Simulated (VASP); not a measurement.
# Ti (P2_1/m) in VASP: single point with PBEsol

Aim: the single point of Ti with PBEsol.

All numbers are computed with VASP 6.6.1; they aren't measurements. Logs are shortened: lines on timing, memory, paths and dates and some standing lists are left out, and cuts for length are marked.

**1. The cell of the first run**

Symmetry: P2_1/m, No. 11, monoclinic system. Conventional cell: a = 2.874 Å, b = 4.686 Å, c = 2.951 Å, α = 90.00°, β = 117.40°, γ = 90.00°. Ti (site symmetry m) has 12 Ti at 2.87 to 3.03 Å within 3.8 Å.

**2. Single point, PBEsol (strain -0.0600 x Voigt [0, 0, 0, 0, 0, 1])**

Input file INCAR:

```
ALGO = Fast ; EDIFF = 1E-6
ENCUT = 520 ; GGA = PS
ISIF = 2 ; ISMEAR = 0
LASPH = True ; LCHARG = True
LELF = True ; LREAL = False
LVHAR = True ; LWAVE = False
NBANDS = 19 ; NELM = 60
PREC = Accurate ; SIGMA = 0.15
```

Input file KPOINTS:

```
k-points
0
Gamma
  18 18 10
```

Input file POSCAR:

```
Ti
1.0
    2.9499978604     -0.0884999358      0.0000000000
   -1.5516421228      2.5990230561      0.0000000000
    0.0000000000      0.0000000000      4.6860000000
Ti
2
Direct
    0.3333333333      0.6666666667      0.2500000000
    0.6666666667      0.3333333333      0.7500000000
```

Potentials or basis: VASP PAW PBE potentials, release 64 (Ti_sv).

The run is started by

```sh
> cat potpaw_PBE.64/Ti_sv/POTCAR > POTCAR
> mpirun -np 1 vasp_std > vasp.out
```

OUTCAR:

```text
EDIFF = 1E-6
   ENCUT = 520
   GGA = PS
   ISIF = 2
   ISMEAR = 0
   LASPH = True
   LREAL = False
   NELM = 60
   PREC = Accurate

 ion  position               nearest neighbor table
   1  0.333  0.667  0.250-   2 2.87   2 2.87   2 2.90   2 2.90
   2  0.667  0.333  0.750-   1 2.87   1 2.87   1 2.90   1 2.90

  LATTYP: Found a simple monoclinic cell.
 ALAT       =     2.8736953747
 B/A-ratio  =     1.6306530056
 C/A-ratio  =     1.0270138884
 COS(beta)  =    -0.4601897227

  Lattice vectors:

 A1 = (   1.3983557376,   2.5105231203,   0.0000000000)
 A2 = (   0.0000000000,   0.0000000000,  -4.6860000000)
 A3 = (  -2.9499978604,   0.0884999358,   0.0000000000)

Analysis of symmetry for initial positions (statically):
=====================================================================
 Subroutine PRICEL returns:
 Original cell was already a primitive cell.

 Routine SETGRP: Setting up the symmetry group for a
 simple monoclinic supercell.

 Subroutine GETGRP returns: Found  4 space group operations
 (whereof  2 operations were pure point group operations)
 out of a pool of  4 trial point group operations.

The static configuration has the point symmetry S_2 .
 The point group associated with its full space group is C_2h.

Analysis of symmetry for dynamics (positions and initial velocities):
=====================================================================
 Subroutine PRICEL returns:
 Original cell was already a primitive cell.

 Routine SETGRP: Setting up the symmetry group for a
 simple monoclinic supercell.

 Subroutine GETGRP returns: Found  4 space group operations
 (whereof  2 operations were pure point group operations)
 out of a pool of  4 trial point group operations.

The dynamic configuration has the point symmetry S_2 .
 The point group associated with its full space group is C_2h.

 Subroutine INISYM returns: Found  4 space group operations
 (whereof  2 operations are pure point group operations),
 and found     1 'primitive' translations

----------------------------------------------------------------------------------------

                                     Primitive cell

  volume of cell :      35.2846

  direct lattice vectors                    reciprocal lattice vectors
     2.949997860 -0.088499936  0.000000000     0.345165308  0.206067057  0.000000000
    -1.551642123  2.599023056  0.000000000     0.011753304  0.391776794  0.000000000
     0.000000000  0.000000000  4.686000000     0.000000000  0.000000000  0.213401622

  length of vectors
     2.951325061  3.026964506  4.686000000     0.401998411  0.391953054  0.213401622

  position of ions in fractional coordinates (direct lattice)
     0.333333333  0.666666667  0.250000000
     0.666666667  0.333333333  0.750000000

  ion indices of the primitive-cell ions
   primitive index   ion index
                 1           1
                 2           2

----------------------------------------------------------------------------------------

 KPOINTS: k-points

Automatic generation of k-mesh.
 Grid dimensions read from file:
 generate k-points for:   18   18   10

 Generating k-lattice:

  Cartesian coordinates                     Fractional coordinates (reciprocal lattice)
     0.019175850  0.011448170  0.000000000     0.055555556  0.000000000  0.000000000
     0.000652961  0.021765377  0.000000000     0.000000000  0.055555556  0.000000000
     0.000000000  0.000000000  0.021340162     0.000000000  0.000000000  0.100000000

  Length of vectors
     0.022333245  0.021775170  0.021340162

  Shift w.r.t. Gamma in fractional coordinates (k-lattice)
     0.000000000  0.000000000  0.000000000

 Subroutine IBZKPT returns following result:
 ===========================================

 Found    984 irreducible k-points:

 Following reciprocal coordinates:
            Coordinates               Weight
  0.000000  0.000000  0.000000      1.000000
  0.055556 -0.000000  0.000000      2.000000
  0.111111 -0.000000  0.000000      2.000000
  0.166667 -0.000000  0.000000      2.000000
  0.222222  0.000000  0.000000      2.000000
  0.277778 -0.000000  0.000000      2.000000
[... 16 lines left out ...]
 -0.333333  0.055556  0.000000      2.000000
 -0.277778  0.055556  0.000000      2.000000
 [... further k-points ...]
   k-points           NKPTS =    984   k-points in BZ     NKDIM =    984   number of bands    NBANDS=     19
   number of dos      NEDOS =    301   number of ions     NIONS =      2
   total plane-waves  NPLWV =  20736
   dimension x,y,z NGX =    24 NGY =   24 NGZ =   36
   dimension x,y,z NGXF=    48 NGYF=   48 NGZF=   72
   ions per type =               2
   NGX,Y,Z   is equivalent  to a cutoff of  13.52, 13.18, 12.77 a.u.
   NGXF,Y,Z  is equivalent  to a cutoff of  27.04, 26.36, 25.54 a.u.
 SYSTEM =  unknown system
   PREC   = accura    normal or accurate (medium, high low for compatibility)
   ISTART =      0    job   : 0-new  1-cont  2-samecut
   ICHARG =      2    charge: 1-file 2-atom 10-const
   ISPIN  =      1    spin polarized calculation?
   LNONCOLLINEAR =      F non collinear calculations
   LSORBIT =      F    spin-orbit coupling
   LASPH  =      T    aspherical Exc in radial PAW
   ENCUT  =  520.0 eV  38.22 Ry    6.18 a.u.   5.49  5.63  8.71*2*pi/ulx,y,z
   NELM   =     60;   NELMIN=  2; NELMDL= -5     # of ELM steps
   EDIFF  = 0.1E-05   stopping-criterion for ELM
   LREAL  =      F    real-space projection
   EDIFFG = 0.1E-04   stopping-criterion for IOM
   NSW    =      0    number of steps for IOM
   IBRION =     -1    ionic relax: 0-MD 1-quasi-New 2-CG
   NFREE  =      0    steps in history (QN), initial steepest desc. (CG)
   ISIF   =      2    stress and relaxation
   ISYM   =      2    0-nonsym 1-usesym 2-fastsym
   POTIM  = 0.5000    time-step for ionic-motion
   TEBEG  =    0.0;   TEEND  =   0.0 temperature during run
   PSTRESS=    0.0 pullay stress
   NELECT =      24.0000    total number of electrons
   NUPDOWN=      -1.0000    fix difference up-down
   EMIN   =  10.00;   EMAX   =-10.00  energy-range for DOS
   EFERMI =   0.00;   METHOD = LEGACY
   ISMEAR =     0;   SIGMA  =   0.15  broadening in eV -4-tet -1-fermi 0-gaus
   EFERMI_NEDOS =   21; number of points for ismear=-14 and -15
   IALGO  =     68    algorithm
   IMIX   =      4    mixing-type and parameters
     AMIX     =   0.40;   BMIX     =  1.00
     AMIX_MAG =   1.60;   BMIX_MAG =  1.00
  volume/ion in A,a.u.               =      17.64       119.06
  Fermi-wavevector in a.u.,A,eV,Ry     =   1.439738  2.720710 28.202778  2.072846
  Thomas-Fermi vector in A             =   2.558560
   LORBIT       =      0    0 simple, 1 ext, 2 COOP (PROOUT), +10 PAW based schemes
   GGA     = PS    functional components
   LHFCALC =     F    Hartree Fock is set to
   AEXX    =    0.0000 exact exchange contribution
   IVDW    =     0    specifies the selected vdW correction
   LEPSILON=     F    determine dielectric tensor
   LRPA    =     F    only Hartree local field effects (RPA)
 non-spin polarized calculation
 RMM-DIIS sequential band-by-band and
 Gauss-broadening in eV      SIGMA  =   0.15
  energy-cutoff  :      520.00
  volume of cell :       35.28
 maximum number of plane-waves:       978
 NGX is ok and might be reduce to    24
   NGX = 11   NGY = 11   NGZ = 17

 number of electron      24.0000000 magnetization

 Free energy of the ion-electron system (eV)
  ---------------------------------------------------
  ext. energy  EPLUGINS =         0.00000000
  ---------------------------------------------------
  free energy    TOTEN  =       -16.62981222 eV

  energy without entropy =      -16.60401661  energy(sigma->0) =      -16.61691442

 E-fermi :   8.0254     XC(G=0): -11.5590

 val. band max:        8.0243874339   @ k =   0.0000   0.1667   0.4000
 cond. band min:       8.0255405454   @ k =   0.2778   0.5000   0.4000
 fundamental gap:      0.0011531115
 Fermi energy:         8.0253581334

 k-point     1 :       0.0000    0.0000    0.0000
  band No.  band energies     occupation
      1     -48.6038      2.00000
      2     -48.4742      2.00000
      3     -25.2764      2.00000
      4     -24.6798      2.00000
      5     -24.6253      2.00000
      6     -24.5969      2.00000
[... 11 lines left out ...]
     18       9.7445      0.00000
     19      11.0675      0.00000

 k-point     2 :       0.0556   -0.0000    0.0000
  band No.  band energies     occupation
      1     -48.6005      2.00000
      2     -48.4727      2.00000
      3     -25.2693      2.00000
      4     -24.6855      2.00000
      5     -24.6405      2.00000
      6     -24.5996      2.00000
[... 11 lines left out ...]
     18       9.6830      0.00000
     19      11.1072      0.00000

 k-point     3 :       0.1111   -0.0000    0.0000
  band No.  band energies     occupation
      1     -48.5908      2.00000
      2     -48.4685      2.00000
      3     -25.2485      2.00000
      4     -24.7039      2.00000
      5     -24.6814      2.00000
      6     -24.6077      2.00000
[... 11 lines left out ...]
     18       9.5535      0.00000
     19      11.1841      0.00000

 k-point     4 :       0.1667   -0.0000    0.0000
  band No.  band energies     occupation
      1     -48.5756      2.00000
      2     -48.4622      2.00000
      3     -25.2153      2.00000
      4     -24.7568      2.00000
      5     -24.7183      2.00000
      6     -24.6620      2.00000
[... 407 lines left out ...]
     18      11.1948      0.00000
     19      11.4489      0.00000

 k-point    23 :      -0.3333    0.0556    0.0000
  band No.  band energies     occupation
      1     -48.5246      2.00000
      2     -48.4461      2.00000
      3     -25.0926      2.00000
      4     -24.9619      2.00000
      5     -24.8641      2.00000
      6     -24.7890      2.00000
[... 11 lines left out ...]
     18      10.7360      0.00000
     19      11.4190      0.00000

 k-point    24 :      -0.2778    0.0556    0.0000
  band No.  band energies     occupation
      1     -48.5460      2.00000
      2     -48.4521      2.00000
      3     -25.1455      2.00000
      4     -24.8770      2.00000
      5     -24.8030      2.00000
      6     -24.7442      2.00000
[... 11 lines left out ...]
     18      10.3110      0.00000
     19      11.3748      0.00000

 [... further k-points ...]

------------------------ aborting loop because EDIFF is reached ----------------------------------------

  FORCE on cell =-STRESS in cart. coord.  units (eV):
  Direction    XX          YY          ZZ          XY          YZ          ZX
  --------------------------------------------------------------------------------------
  -------------------------------------------------------------------------------------
  Total       -1.3094223     -1.2536996     -1.5024192      0.7690484      0.0000000      0.0000000
  in kB      -59.4572815    -56.9270651    -68.2207419     34.9203801      0.0000000      0.0000000
  external PRESSURE =     -61.5350295 kB  Pullay stress =       0.0000000 kB

 VOLUME and BASIS-vectors are now :
 -----------------------------------------------------------------------------
  energy-cutoff  :      520.00
  volume of cell :       35.28
      direct lattice vectors                 reciprocal lattice vectors
     2.949997860 -0.088499936  0.000000000     0.345165308  0.206067057  0.000000000
    -1.551642123  2.599023056  0.000000000     0.011753304  0.391776794  0.000000000
     0.000000000  0.000000000  4.686000000     0.000000000  0.000000000  0.213401622

 POSITION                                       TOTAL-FORCE (eV/Angst)
 -----------------------------------------------------------------------------------
     -0.05110      1.70318      1.17150         0.149474      0.013308      0.000000
      1.44945      0.80734      3.51450        -0.149474     -0.013308      0.000000
 -----------------------------------------------------------------------------------
    total drift:                               -0.000000      0.000000     -0.000000

  FREE ENERGIE OF THE ION-ELECTRON SYSTEM (eV)
  ---------------------------------------------------
  free  energy   TOTEN  =       -16.6298122238 eV

  energy  without entropy=      -16.6040166108  energy(sigma->0) =      -16.61691442
```

It took 32 min on 1 thread of Oxide Virtual Turin-like, shared host; peak memory 0.56 GiB.

What came out:

```
Free energy            : -16.6298 eV
Pressure               : -6.2 GPa
Largest force          : 0.150 eV/Å
Band gap on the k mesh : zero (bands 12 and 13 overlap by 1.06 eV)
```

Forces on the atoms (eV/Å):
```
Ti   0.149  0.013  0.000
Ti  -0.149 -0.013  0.000
```

Caveat: the cell differs from its parent crystal (strain -0.0600 x Voigt [0, 0, 0, 0, 0, 1]); the cell stands under tension; the PAW data sets were made with another functional, which shifts forces and pressure a little.
